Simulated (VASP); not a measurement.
Write the native input for VASP 6.6.1 that does the following.

| Quantity | Value |
| --- | --- |
| Task | single point |
| Functional | LDA |
| Potentials or basis | VASP PAW LDA potentials, release 64 (Zn, Se) |
| Cutoff | 520 eV |
| k mesh | 8 × 8 × 8 |
| Occupations | gaussian, width 0.05 eV |
| Spin | no spin polarisation |
| Dipole correction | no |
| Further INCAR settings | ALGO = Normal; EDIFF = 1e-06; NBANDS = 16 |

The structure of ZnSe lies in POSCAR:

```
ZnSe
1.0
    0.0000000000      2.6305111297      2.8601589268
    2.8601589268      0.0000000000      2.8601589268
    2.8601589268      2.6305111297      0.0000000000
Zn Se
1 1
Direct
    0.0000000000      0.0000000000      0.0000000000
    0.7500000000      0.7500000000      0.7500000000
```

This cell differs from its parent crystal: strain +e along x and -e along y +0.0000, strain +e along z and -e/2 along x and y -0.0550.

The input as run:

INCAR

```
ALGO = Normal
EDIFF = 1E-6
ENCUT = 520
GGA = CA
ISIF = 2
ISMEAR = 0
LASPH = T
LCHARG = F
LREAL = F
LWAVE = F
NBANDS = 16
NELM = 60
PREC = Accurate
SIGMA = 0.05
```

KPOINTS

```
k-points
0
Gamma
  8 8 8
```

Potentials or basis: VASP PAW LDA potentials, release 64 (Zn, Se).

The run is started by

```sh
$ cat potpaw_LDA.64/Zn/POTCAR potpaw_LDA.64/Se/POTCAR > POTCAR
$ mpirun -np 1 vasp_std > vasp.out
```

Results of the run:

```yaml
Pressure: 0.4 GPa
Band_gap_on_the_k_mesh: 1.10 eV
```

Caveat: the cell differs from its parent crystal (strain +e along x and -e along y +0.0000, strain +e along z and -e/2 along x and y -0.0550).

Run time: 37 s on 1 thread of Intel(R) Xeon(R) 6975P-C (Granite Rapids) (shared host), peak memory 0.17 GiB.
